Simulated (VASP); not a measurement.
Write the native input for VASP 6.6.1 that does the following.

| Property | Result |
| --- | --- |
| Task | single point |
| Functional | PBE |
| Potentials or basis | VASP PAW PBE potentials, release 64 (Pt) |
| Cutoff | 520 eV |
| k mesh | 17 × 17 × 17 |
| Occupations | fermi-dirac, width 0.05 eV |
| Spin | no spin polarisation |
| Dipole correction | no |
| Further INCAR settings | ALGO = Normal; EDIFF = 1e-06; NBANDS = 17 |

The structure of Pt lies in POSCAR:

```
Pt
1.0
   -2.3269035162      2.3269035162      1.2493734650
    2.3269035162     -2.3269035162      1.2493734650
    2.3269035162      2.3269035162     -1.2493734650
Pt
2
Direct
   -0.3750000000     -0.1250000000     -0.2500000000
    0.3750000000      0.1250000000      0.2500000000
```

One way to write it, as run:

INCAR

```
PREC = Accurate
ENCUT = 520
EDIFF = 1E-6
ISMEAR = -1
SIGMA = 0.05
LREAL = F
LASPH = T
NELM = 100
ALGO = Normal
ISIF = 2
LWAVE = F
LCHARG = F
GGA = PE
NBANDS = 17
```

KPOINTS

```
Automatic mesh
0
Gamma
  17 17 17
```

Potentials or basis: VASP PAW PBE potentials, release 64 (Pt).

Run with:

```sh
$ cat potpaw_PBE.64/Pt/POTCAR > POTCAR
$ mpirun -np 1 vasp_std > vasp.out
```

Results of the run:

```
Pressure               : 91.0 GPa
Band gap on the k mesh : zero (band 10 reaches 14.76 eV, above the bottom of band 11 at 12.13 eV)
```

Caveat: spin-orbit coupling is left out, which moves the levels of the heavy elements.

Wall time 68 s on 1 thread of Intel(R) Xeon(R) 6975P-C (Granite Rapids), on a shared host, peak memory 0.29 GiB.
